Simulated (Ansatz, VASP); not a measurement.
GaN: VASP beside Ansatz

File INCAR:

```
  PREC = Accurate
  ENCUT = 600
  EDIFF = 1E-6
  ISMEAR = 0
  SIGMA = 0.01
  LREAL = False
  LASPH = True
  NELM = 120
  ALGO = Normal
  ISIF = 2
  LWAVE = False
  LCHARG = False
  GGA = PS
  IVDW = 13
  NBANDS = 16
  GGA_COMPAT = False
```

KPOINTS

```
regular mesh
0
Gamma
  6 6 6
```

POSCAR

```
GaN
1.0
    0.0000000000      2.2489525415      2.2489525415
    2.2489525415      0.0000000000      2.2489525415
    2.2489525415      2.2489525415      0.0000000000
Ga N
1 1
Direct
    0.0000000000      0.0000000000      0.0000000000
    0.2500000000      0.2500000000      0.2500000000
```

Input for Ansatz:

```yaml
crystal:
  lattice:
    - [0.0, 2.2489525415, 2.2489525415]
    - [2.2489525415, 0.0, 2.2489525415]
    - [2.2489525415, 2.2489525415, 0.0]
  atoms:
    - { symbol: Ga, position: [0.0, 0.0, 0.0] }
    - { symbol: "N", position: [0.25, 0.25, 0.25] }
kpoints:
  mp_grid: { grid: [6, 6, 6] }
hamiltonian:
  xc: pbesol
  dispersion: d4
scf:
  occupations: { method: fixed }
  n_extra_bands: 4
output:
  forces: true
  stress: true
  eigenvalues: true
```

Alike in both runs: task single point; functional PBEsol; dispersion D4; k mesh 6 × 6 × 6; no spin polarisation.

|  | VASP | Ansatz |
| --- | --- | --- |
| version | VASP 6.6.1 | Ansatz 0.2.0 |
| potentials or method | VASP PAW PBE potentials, release 64 (Ga_d, N) | plane waves |
| plane-wave cutoff (eV) | 600 | 420 |
| occupations | gaussian, width 0.01 eV | fixed |
| valence electrons in the cell | 18 | 18 |

VASP gave:

| Item | Value |
| --- | --- |
| gap on the k mesh at the Fermi level (eV) | 1.72 |
| pressure (GPa) | -3.6 |

Problem. Estimate Ansatz's values.

Solution. gap on the k mesh at the Fermi level (eV): 1.70; pressure (GPa): -3.2.

VASP's potentials were made for PBE, not for PBEsol.
